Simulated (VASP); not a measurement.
Input of a VASP 6.6.1 run:

The input INCAR:

```
PREC = Accurate ; ENCUT = 520
EDIFF = 1E-6 ; ISMEAR = 0
SIGMA = 0.1 ; LREAL = False
LASPH = True ; NELM = 80
ALGO = Normal ; ISIF = 2
LWAVE = False ; LCHARG = False
LDIPOL = True ; IDIPOL = 3
DIPOL = 0.5 0.5 0.311 ; GGA = PE
IVDW = 12 ; NBANDS = 32
```

File KPOINTS:

```
regular mesh
0
Gamma
  6 6 1
```

POSCAR

```
Ti2Al6H
1.0
    5.0241861190      0.0000000000      0.0000000000
    2.1588814530      4.5367033218      0.0000000000
    0.0000000000      0.0000000000     21.2187109014
Al Ti H
6 2 1
Direct
    0.5000000000      0.0000000000      0.1885128658
    0.0000000000      0.5000000000      0.1885128658
    0.0000000000      0.0000000000      0.2517328341
    0.0000000000      0.5000000000      0.3193548961
    0.5000000000      0.0000000000      0.3193548961
    0.5000000000      0.5000000000      0.3826203646
    0.5000000000      0.5000000000      0.2517328341
    0.0000000000      0.0000000000      0.3797002555
    0.6666666667      0.6666666667      0.5145793706
```

Potentials or basis: VASP PAW PBE potentials, release 64 (Al, Ti_sv, H).

The run is started by

```console
$ cat potpaw_PBE.64/Al/POTCAR potpaw_PBE.64/Ti_sv/POTCAR potpaw_PBE.64/H/POTCAR > POTCAR
$ mpirun -np 1 vasp_std > vasp.out
```

**Question.** Predict the dispersion energy per atom.

**Answer.** -0.226 eV.

**Question.** What does it give for the largest force?

**Answer.** 1.022 eV/Å.

Forces in eV/Å, atoms in the order of the input:
```
Al   0.004 -0.085  0.530
Al  -0.075  0.040  0.530
Al   0.000  0.000 -0.554
Al   0.064 -0.014 -0.039
Al   0.015  0.064 -0.039
Al   0.108  0.068  0.390
Ti   0.094  0.059 -0.399
Ti   0.009  0.005  0.572
H   -0.218 -0.138 -0.989
```
